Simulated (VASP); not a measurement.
# HgPtSeF3 (Cmm2) in VASP: further runs, part 2 of 2

VASP 6.6.1. The steps go on from the part before.

**3. Single point, PBE**

File INCAR:

```
PREC = Accurate
ENCUT = 520
EDIFF = 1E-6
ISMEAR = 0
SIGMA = 0.1
LREAL = F
LASPH = T
NELM = 100
ALGO = Normal
ISIF = 2
LWAVE = F
LCHARG = F
GGA = PE
NBANDS = 34
```

File KPOINTS:

```
regular mesh
0
Gamma
  8 8 4
```

File POSCAR:

```
HgPtSeF3
1.0
    2.8711181553     -2.8718112729      0.0000000000
    2.8711181553      2.8718112729      0.0000000000
    0.0000000000      0.0000000000      7.3081817567
Hg Pt Se F
1 1 1 3
Direct
    0.5000000000      0.5000000000      0.6942217829
    0.0000000000      0.0000000000      0.7156579857
    0.0000000000      0.0000000000      0.0258546848
    0.0000000000      0.5000000000      0.0737488062
    0.5000000000      0.0000000000      0.0737488062
    0.0000000000      0.0000000000      0.4449548243
```

Potentials or basis: VASP PAW PBE potentials, release 64 (Hg, Pt, Se, F).

Command:

```sh
$ cat potpaw_PBE.64/Hg/POTCAR potpaw_PBE.64/Pt/POTCAR potpaw_PBE.64/Se/POTCAR potpaw_PBE.64/F/POTCAR > POTCAR
$ mpirun -np 1 vasp_std > vasp.out
```

OUTCAR:

```text
PREC = Accurate
   ENCUT = 520
   EDIFF = 1E-6
   ISMEAR = 0
   LREAL = F
   LASPH = T
   NELM = 100
   ISIF = 2
   GGA = PE

 ion  position               nearest neighbor table
   1  0.500  0.500  0.694-   2 2.88   2 2.88   2 2.88   2 2.88
   2  0.000  0.000  0.716-   6 1.98   3 2.27   1 2.88   1 2.88   1 2.88   1 2.88
   3  0.000  0.000  0.026-   4 2.06   5 2.06   4 2.06   5 2.06   2 2.27
   4  0.000  0.500  0.074-   3 2.06   3 2.06
   5  0.500  0.000  0.074-   3 2.06   3 2.06
   6  0.000  0.000  0.445-   2 1.98

  LATTYP: Found a base centered orthorhombic cell.
 ALAT       =     5.7422363106
 B/A-ratio  =     1.0002414103
 C/A-ratio  =     1.2727065487

  Lattice vectors:

 A1 = (   2.8711181553,  -2.8718112729,   0.0000000000)
 A2 = (   2.8711181553,   2.8718112729,   0.0000000000)
 A3 = (   0.0000000000,   0.0000000000,   7.3081817567)

Analysis of symmetry for initial positions (statically):
=====================================================================
 Subroutine PRICEL returns:
 Original cell was already a primitive cell.

 Routine SETGRP: Setting up the symmetry group for a
 base centered orthorhombic supercell.

 Subroutine GETGRP returns: Found  4 space group operations
 (whereof  4 operations were pure point group operations)
 out of a pool of  8 trial point group operations.

The static configuration has the point symmetry C_2v.

Analysis of symmetry for dynamics (positions and initial velocities):
=====================================================================
 Subroutine PRICEL returns:
 Original cell was already a primitive cell.

 Routine SETGRP: Setting up the symmetry group for a
 base centered orthorhombic supercell.

 Subroutine GETGRP returns: Found  4 space group operations
[... 123 lines left out ...]
   NUPDOWN=      -1.0000    fix difference up-down
   EMIN   =  10.00;   EMAX   =-10.00  energy-range for DOS
   EFERMI =   0.00;   METHOD = LEGACY
   ISMEAR =     0;   SIGMA  =   0.10  broadening in eV -4-tet -1-fermi 0-gaus
   EFERMI_NEDOS =   21; number of points for ismear=-14 and -15
   IALGO  =     38    algorithm
   IMIX   =      4    mixing-type and parameters
     AMIX     =   0.40;   BMIX     =  1.00
     AMIX_MAG =   1.60;   BMIX_MAG =  1.00
  volume/ion in A,a.u.               =      20.09       135.55
  Fermi-wavevector in a.u.,A,eV,Ry     =   1.212806  2.291871 20.012796  1.470899
  Thomas-Fermi vector in A             =   2.348279
   LORBIT       =      0    0 simple, 1 ext, 2 COOP (PROOUT), +10 PAW based schemes
   GGA     = PE    functional components
   LHFCALC =     F    Hartree Fock is set to
   AEXX    =    0.0000 exact exchange contribution
   IVDW    =     0    specifies the selected vdW correction
   LEPSILON=     F    determine dielectric tensor
   LRPA    =     F    only Hartree local field effects (RPA)
 non-spin polarized calculation
 Gauss-broadening in eV      SIGMA  =   0.10
  energy-cutoff  :      520.00
  volume of cell :      120.52
 maximum number of plane-waves:      3279
   NGX = 15   NGY = 15   NGZ = 27

 number of electron      48.9999960 magnetization

 Free energy of the ion-electron system (eV)
  ---------------------------------------------------
  ext. energy  EPLUGINS =         0.00000000
  ---------------------------------------------------
  free energy    TOTEN  =       -20.91095383 eV

  energy without entropy =      -20.90233745  energy(sigma->0) =      -20.90664564

 E-fermi :   1.1985     XC(G=0):  -8.8771

 val. band max:        1.1764626088   @ k =  -0.3750   0.2500   0.5000
 cond. band min:       1.2186063780   @ k =   0.5000   0.5000   0.2500
 fundamental gap:      0.0421437692
 Fermi energy:         1.1985214794

 k-point     1 :       0.0000    0.0000    0.0000
  band No.  band energies     occupation
      1     -23.1990      2.00000
      2     -22.3644      2.00000
      3     -20.8117      2.00000
      4     -11.9608      2.00000
      5      -7.4868      2.00000
      6      -7.4859      2.00000
[... 877 lines left out ...]
     33      11.3177      0.00000
     34      12.3504      0.00000

 [... further k-points ...]
[... 5 lines left out ...]
  --------------------------------------------------------------------------------------
  -------------------------------------------------------------------------------------
  Total        0.0314107      0.0281686      0.1048276      0.0000000      0.0000000      0.0000000
  in kB        0.4175817      0.3744814      1.3936053      0.0000000      0.0000000      0.0000000
  external PRESSURE =       0.7285561 kB  Pullay stress =       0.0000000 kB

 VOLUME and BASIS-vectors are now :
 -----------------------------------------------------------------------------
  energy-cutoff  :      520.00
  volume of cell :      120.52
      direct lattice vectors                 reciprocal lattice vectors
     2.871118155 -2.871811273  0.000000000     0.174148180 -0.174106149  0.000000000
     2.871118155  2.871811273  0.000000000     0.174148180  0.174106149  0.000000000
     0.000000000  0.000000000  7.308181757     0.000000000  0.000000000  0.136832941

 POSITION                                       TOTAL-FORCE (eV/Angst)
 -----------------------------------------------------------------------------------
      2.87112      0.00000      5.07350        -0.000000     -0.000000     -0.011181
      0.00000      0.00000      5.23016        -0.000000     -0.000000      0.083795
      0.00000      0.00000      0.18895        -0.000000     -0.000000      0.037871
      1.43556      1.43591      0.53897         0.000000      0.000000     -0.003720
      1.43556     -1.43591      0.53897        -0.000000     -0.000000     -0.003720
      0.00000      0.00000      3.25181         0.000000     -0.000000     -0.103046
 -----------------------------------------------------------------------------------
    total drift:                               -0.000000      0.000000      0.001405

  FREE ENERGIE OF THE ION-ELECTRON SYSTEM (eV)
  ---------------------------------------------------
  free  energy   TOTEN  =       -20.9109538306 eV

  energy  without entropy=      -20.9023374459  energy(sigma->0) =      -20.90664564
```

OSZICAR:

```text
N       E                     dE             d eps       ncg     rms          rms(c)
DAV:   1     0.359711171190E+03    0.35971E+03   -0.24734E+04  4284   0.132E+03
DAV:   2    -0.219141860942E+01   -0.36190E+03   -0.34048E+03  4796   0.327E+02
DAV:   3    -0.243394180403E+02   -0.22148E+02   -0.21843E+02  4854   0.832E+01
DAV:   4    -0.245548386699E+02   -0.21542E+00   -0.21503E+00  4738   0.860E+00
DAV:   5    -0.245568872090E+02   -0.20485E-02   -0.20483E-02  4946   0.821E-01    0.163E+01
DAV:   6    -0.213219594403E+02    0.32349E+01   -0.10797E+01  4698   0.273E+01    0.974E+00
DAV:   7    -0.210382892942E+02    0.28367E+00   -0.17925E+00  4552   0.116E+01    0.589E+00
DAV:   8    -0.209411231345E+02    0.97166E-01   -0.42556E-01  4710   0.515E+00    0.278E+00
DAV:   9    -0.209117471768E+02    0.29376E-01   -0.69998E-02  4928   0.234E+00    0.389E-01
DAV:  10    -0.209108608154E+02    0.88636E-03   -0.16734E-02  4518   0.823E-01    0.308E-01
DAV:  11    -0.209108848112E+02   -0.23996E-04   -0.50622E-04  4684   0.146E-01    0.205E-01
DAV:  12    -0.209109536271E+02   -0.68816E-04   -0.23354E-04  4714   0.152E-01    0.744E-02
DAV:  13    -0.209109532518E+02    0.37525E-06   -0.67038E-05  4604   0.644E-02    0.221E-02
DAV:  14    -0.209109543758E+02   -0.11240E-05   -0.48176E-05  4496   0.483E-02    0.107E-02
DAV:  15    -0.209109538306E+02    0.54519E-06   -0.37710E-06  4740   0.200E-02
   1 F= -.20910954E+02 E0= -.20906646E+02  d E =-.861638E-02
```

stdout:

```text
POSCAR found type information on POSCAR HgPtSeF
 POSCAR found :  4 types and       6 ions
 scaLAPACK will be used
 LDA part: xc-table for (Slater+PW92), standard interpolation
 POSCAR, INCAR and KPOINTS ok, starting setup
 FFT: planning ... GRIDC
 FFT: planning ... GRID_SOFT
 FFT: planning ... GRID
 WAVECAR not read
 entering main loop
```

Run time: 4.2 min. Hardware: 1 thread of Oxide Virtual Turin-like, shared host; peak memory 0.36 GiB.

Results:

* Free energy: -20.9110 eV
* Pressure: 0.1 GPa
* Largest force: 0.103 eV/Å

Forces on the atoms (eV/Å):
```
Hg   0.000  0.000 -0.011
Pt   0.000  0.000  0.084
Se   0.000  0.000  0.038
F    0.000  0.000 -0.004
F    0.000  0.000 -0.004
F    0.000  0.000 -0.103
```

Caveat: spin-orbit coupling is left out, which moves the levels of the heavy elements; an odd number of electrons without spin polarisation forces a metal; a magnetic or distorted state may lie lower.
